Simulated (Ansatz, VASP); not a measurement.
One calculation of ZnS, two programs

INCAR

```
PREC = Accurate ; ENCUT = 520
EDIFF = 1E-6 ; ISMEAR = 0
SIGMA = 0.05 ; LREAL = F
LASPH = T ; NELM = 80
ALGO = Normal ; ISIF = 2
LWAVE = F ; LCHARG = T
GGA = PS ; LELF = T
LVHAR = T ; NBANDS = 16
```

Contents of KPOINTS:

```
regular mesh
0
Gamma
  10 10 10
```

Contents of POSCAR:

```
ZnS
1.0
    0.0000000000      2.8552102708      2.4269287302
    2.8552102708      0.0000000000      2.4269287302
    2.8552102708      2.8552102708      0.0000000000
Zn S
1 1
Direct
    0.0000000000      0.0000000000      0.0000000000
    0.7500000000      0.7500000000      0.7500000000
```

Input for Ansatz:

```yaml
crystal:
  lattice:
    - [0.0, 2.8552102708, 2.4269287302]
    - [2.8552102708, 0.0, 2.4269287302]
    - [2.8552102708, 2.8552102708, 0.0]
  atoms:
    - { symbol: Zn, position: [0.0, 0.0, 0.0] }
    - { symbol: S, position: [0.75, 0.75, 0.75] }
basis:
  ecutwfc: 420
kpoints:
  mp_grid: { grid: [10, 10, 10] }
hamiltonian:
  xc: pbesol
scf:
  occupations: { method: gaussian, width: 0.05 }
output:
  forces: true
  stress: true
  eigenvalues: true
```

Alike in both runs: task single point; functional PBEsol; k mesh 10 × 10 × 10; occupations gaussian, width 0.05 eV; no spin polarisation.

```csv
,VASP,Ansatz
version,VASP 6.6.1,Ansatz 0.2.0
potentials or method,"VASP PAW PBE potentials, release 64 (Zn, S), cutoff 520 eV","scalar-relativistic, plane waves, PAW"
valence electrons in the cell,18,18
```

Ansatz gave:

| Item | Value |
| --- | --- |
| gap on the k mesh at the Fermi level (eV) | 1.62 |
| least direct gap on the mesh (eV) | 1.62 |
| pressure (GPa) | -2.8 |
| traceless stress, the component that is largest in VASP (GPa) | 3.52 |

Q: Which values does VASP return?

A: gap on the k mesh at the Fermi level (eV): 1.63; least direct gap on the mesh (eV): 1.63; pressure (GPa): -2.7; traceless stress, the component that is largest in VASP (GPa): 3.49.

VASP's potentials were made for PBE, not for PBEsol.
